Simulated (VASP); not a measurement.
A run of VASP 6.6.1 is set up as follows.

File INCAR:

```
SYSTEM = Zn
ALGO     = Normal         ! electronic algorithm
EDIFF    = 1E-6           ! SCF threshold, eV
ENCUT    = 520            ! plane-wave cutoff, eV
GGA      = PS             ! functional
ISIF     = 2              ! what is computed and relaxed
ISMEAR   = 0              ! smearing method
LASPH    = .True.         ! aspherical terms in the spheres
LCHARG   = .False.        ! write CHGCAR
LREAL    = .False.        ! projectors in reciprocal space
LWAVE    = .False.        ! write WAVECAR
NBANDS   = 12             ! bands
NELM     = 80             ! most SCF steps
PREC     = Accurate       ! precision mode
SIGMA    = 0.05           ! smearing width, eV
```

KPOINTS

```
k-points
0
Gamma
  9 9 8
  0 0 0
```

File POSCAR:

```
Zn
1.0
   -1.5271390000      1.5617310000      1.5269050000
    1.4864710000     -1.6587790000      1.5832850000
    1.5658470000      1.6974880000     -1.6239530000
Zn
1
Direct
    0.0197600000     -0.0046890000      0.0109340000
```

Potentials or basis: VASP PAW PBE potentials, release 64 (Zn).

Launch:

```console
$ cat potpaw_PBE.64/Zn/POTCAR > POTCAR
$ mpirun -np 1 vasp_std > vasp.out
```

Q: Predict the band gap on the k mesh.

A: Zero (band 6 reaches 5.59 eV, above the bottom of band 7 at 1.62 eV).

Q: Estimate the pressure.

A: -4.6 GPa.

Stress tensor (GPa, compression positive):
```
-4.44  0.80  1.16
 0.80 -4.46 -2.12
 1.16 -2.12 -4.87
```

Caveat: the PAW data sets were made with another functional, which shifts forces and pressure a little.
